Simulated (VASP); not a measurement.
Write the native input for VASP 6.6.1 that does the following.

| Item | Value |
| --- | --- |
| Task | single point |
| Functional | PBE |
| Potentials or basis | VASP PAW PBE potentials, release 64 (Sn_d, O, Zr_sv) |
| Cutoff | 520 eV |
| k mesh | 6 × 6 × 4 |
| Occupations | fermi-dirac, width 0.02 eV |
| Spin | no spin polarisation |
| Dipole correction | no |
| Further INCAR settings | ALGO = Normal; EDIFF = 1e-06; NBANDS = 63 |

The structure of ZrSn3O8 lies in POSCAR:

```
ZrSn3O8
1.0
    3.3960895543     -3.3797420360      0.0000000000
    3.3960895543      3.3797420360      0.0000000000
    0.0000000000      0.0000000000      6.4349646984
Sn O Zr
3 8 1
Direct
    0.5000000000      0.5000000000      0.0000000000
    0.0000000000      0.0000000000      0.7515779944
    0.0000000000      0.0000000000      0.2484220056
    0.1953475799      0.1953475799      0.0000000000
    0.8046524201      0.8046524201      0.0000000000
    0.6957696819      0.3042303181      0.7530271435
    0.3042303181      0.6957696819      0.7530271435
    0.1914936867      0.1914936867      0.5000000000
    0.8085063133      0.8085063133      0.5000000000
    0.6957696819      0.3042303181      0.2469728565
    0.3042303181      0.6957696819      0.2469728565
    0.5000000000      0.5000000000      0.5000000000
```

The input as run:

INCAR

```
ALGO = Normal
EDIFF = 1E-6
ENCUT = 520
GGA = PE
ISIF = 2
ISMEAR = -1
LASPH = T
LCHARG = F
LREAL = F
LWAVE = F
NBANDS = 63
NELM = 60
PREC = Accurate
SIGMA = 0.02
```

KPOINTS

```
k-points
0
Gamma
  6 6 4
```

Potentials or basis: VASP PAW PBE potentials, release 64 (Sn_d, O, Zr_sv).

Launch:

```bash
$ cat potpaw_PBE.64/Sn_d/POTCAR potpaw_PBE.64/O/POTCAR potpaw_PBE.64/Zr_sv/POTCAR > POTCAR
$ mpirun -np 1 vasp_std > vasp.out
```

It gave:

```
Pressure               : 7.1 GPa
Largest force          : 0.296 eV/Å
Band gap on the k mesh : 2.08 eV
```

Caveat: the cell stands under pressure; spin-orbit coupling is left out, which moves the levels of the heavy elements.

Wall time 4.4 min on 1 thread of Intel(R) Xeon(R) Platinum 8488C (Sapphire Rapids) (shared host), peak memory 0.41 GiB.
